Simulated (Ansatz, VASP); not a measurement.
## One calculation of Be3Te4, two programs

```
Be Te
1.0
     7.61295    0.00000    0.00000
    -3.80647    6.59301    0.00000
     0.00000    0.00000    5.82921
Be Te
3 4
Direct
  0.50000 0.00000 0.50000
  0.00000 0.50000 0.50000
  0.50000 0.50000 0.50000
  0.33333 0.66667 0.50000
  0.66667 0.33333 0.50000
  0.00000 0.00000 0.50000
  0.00000 0.00000 0.00000
```

Alike in both runs: functional PBE; k mesh 3 × 3 × 3; occupations gaussian, width 0.2 eV; no spin polarisation.

Ansatz relaxed the structure, and its values are those at the end. VASP's run is a single point on that final structure, the one shown.

|  | VASP | Ansatz |
| --- | --- | --- |
| version | VASP 6.6.1 | Ansatz 0.2.0 |
| potentials or method | VASP PAW PBE potentials, release 64 (Be, Te), cutoff 600 eV | scalar-relativistic, plane waves, PAW |
| valence electrons in the cell | 30 | 70 |

```csv
,VASP,Ansatz,Ansatz less VASP
gap on the k mesh at the Fermi level (eV),none,none,-
pressure (GPa),0.6,0.5,-0.07
```

A gap of «none» marks a metal or a gap that the smearing closes. VASP's potentials hold 30 valence electrons a cell and Ansatz's 70, so a difference there can come from the potentials and not from the codes.

Spin-orbit coupling is off throughout.
